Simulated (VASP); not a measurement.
Here is a VASP 6.6.1 calculation.

The input INCAR:

```
SYSTEM = MoS2
  PREC = Accurate
  ENCUT = 520
  EDIFF = 1E-6
  ISMEAR = -1
  SIGMA = 0.05
  LREAL = .False.
  LASPH = .True.
  NELM = 100
  ALGO = Normal
  ISIF = 2
  LWAVE = .False.
  LCHARG = .True.
  GGA = PS
  IVDW = 13
  LELF = .True.
  LVHAR = .True.
  NBANDS = 20
```

KPOINTS

```
regular mesh
0
Gamma
  9 9 4
  0 0 0
```

Contents of POSCAR:

```
MoS2
1.0
    3.1444459589      0.0000000000      0.0000000000
   -1.5722229795      2.7231700812      0.0000000000
    0.0000000000      0.0000000000      5.7053649715
Mo S
1 2
Direct
    0.0000000000      0.0000000000      0.5000000000
    0.6666666667      0.3333333333      0.7754606600
    0.3333333333      0.6666666667      0.2245393400
```

Potentials or basis: VASP PAW PBE potentials, release 64 (Mo_sv, S).

Launch:

```bash
$ cat potpaw_PBE.64/Mo_sv/POTCAR potpaw_PBE.64/S/POTCAR > POTCAR
$ mpirun -np 1 vasp_std > vasp.out
```

Task: Predict the pressure.

Result: 0.1 GPa.

Task: Estimate the dispersion energy per atom.

Result: -0.267 eV.

Caveat: the PAW data sets were made with another functional, which shifts forces and pressure a little.
